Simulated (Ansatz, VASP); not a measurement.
# NaI in VASP and in Ansatz

File INCAR:

```
SYSTEM = NaI
PREC = Accurate ; ENCUT = 520
EDIFF = 1E-6 ; ISMEAR = 0
SIGMA = 0.05 ; LREAL = .False.
LASPH = .True. ; NELM = 80
ALGO = Normal ; ISIF = 2
LWAVE = .False. ; LCHARG = .False.
NBANDS = 14
```

Contents of KPOINTS:

```
regular mesh
0
Gamma
  8 8 8
  0 0 0
```

The input POSCAR:

```
NaI
1.0
    0.0000000000      3.1351955264      3.4487150791
    3.1351955264      0.0000000000      3.4487150791
    3.1351955264      3.1351955264      0.0000000000
Na I
1 1
Direct
    0.0000000000      0.0000000000      0.0000000000
    0.5000000000      0.5000000000      0.5000000000
```

Input for Ansatz:

```yaml
crystal:
  lattice:
    - [0.0, 3.1351955264, 3.4487150791]
    - [3.1351955264, 0.0, 3.4487150791]
    - [3.1351955264, 3.1351955264, 0.0]
  atoms:
    - { symbol: Na, position: [0.0, 0.0, 0.0] }
    - { symbol: I, position: [0.5, 0.5, 0.5] }
basis:
  ecutwfc: 420
kpoints:
  mp_grid: { grid: [8, 8, 8] }
hamiltonian:
  xc: lda
scf:
  occupations: { method: gaussian, width: 0.05 }
output:
  forces: true
  stress: true
  eigenvalues: true
```

Alike in both runs: task single point; functional LDA; k mesh 8 × 8 × 8; occupations gaussian, width 0.05 eV; no spin polarisation.

|  | VASP | Ansatz |
| --- | --- | --- |
| version | VASP 6.6.1 | Ansatz 0.2.0 |
| potentials or method | VASP PAW LDA potentials, release 64 (Na_pv, I), cutoff 520 eV | scalar-relativistic, plane waves, PAW |
| valence electrons in the cell | 14 | 26 |

Ansatz gave:

```
gap on the k mesh at the Fermi level (eV)                     : 3.31
least direct gap on the mesh (eV)                             : 3.31
pressure (GPa)                                                : -1.3
traceless stress, the component that is largest in VASP (GPa) : -1.05
```

What did VASP give for the same quantities?

gap on the k mesh at the Fermi level (eV): 3.32; least direct gap on the mesh (eV): 3.32; pressure (GPa): -1.3; traceless stress, the component that is largest in VASP (GPa): -1.07.

LDA's correlation is that of Perdew and Zunger in VASP and of Perdew and Wang (1992) in Ansatz. VASP's potentials hold 14 valence electrons a cell and Ansatz's 26, so a difference there can come from the potentials and not from the codes.

Spin-orbit coupling is off throughout.
